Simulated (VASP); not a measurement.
Set up this calculation in VASP 6.6.1, as the native input.

* Task: single point
* Functional: PBE
* Potentials or basis: VASP PAW PBE potentials, release 64 (K_sv, Ta_pv, O)
* Cutoff: 520 eV
* k mesh: 6 × 6 × 2
* Occupations: gaussian, width 0.2 eV
* Spin: no spin polarisation
* Dipole correction: no
* Further INCAR settings: ALGO = Normal; EDIFF = 1e-07; NBANDS = 37

The structure of K3TaO3 lies in POSCAR:

```
K3TaO3
1.0
    3.8918831015      0.0004209953      0.0274670808
    0.0002353430      3.8912898472     -0.0109028417
    0.0944522072     -0.0378881980     13.4055716934
K Ta O
3 1 3
Direct
   -0.0030811830     -0.0004665002      0.5391148770
    0.4919601013      0.5030615886      0.2213469603
    0.5096188437      0.4968035557      0.8358669151
    0.0011931093     -0.0001639351      0.0221023865
    0.9946541982      0.0022821759      0.1572274547
    0.0028016574      0.4992148453      0.9871334299
    0.5028532731     -0.0007317301      0.9872079764
```

One way to write it, as run:

INCAR

```
PREC = Accurate
ENCUT = 520
EDIFF = 1E-7
ISMEAR = 0
SIGMA = 0.2
LREAL = False
LASPH = True
NELM = 100
ALGO = Normal
ISIF = 2
LWAVE = False
LCHARG = False
GGA = PE
NBANDS = 37
```

KPOINTS

```
Automatic mesh
0
Gamma
  6 6 2
```

Potentials or basis: VASP PAW PBE potentials, release 64 (K_sv, Ta_pv, O).

Launch:

```bash
$ cat potpaw_PBE.64/K_sv/POTCAR potpaw_PBE.64/Ta_pv/POTCAR potpaw_PBE.64/O/POTCAR > POTCAR
$ mpirun -np 1 vasp_std > vasp.out
```

It gave:

* Pressure: 0.2 GPa
* Largest force: 0.260 eV/Å
* Band gap on the k mesh: zero (bands 28 and 29 overlap by 1.55 eV)

Caveat: spin-orbit coupling is left out, which moves the levels of the heavy elements.

It took 12 min on 1 thread of Intel Xeon 8259CL, on a shared host, peak memory 0.45 GiB.
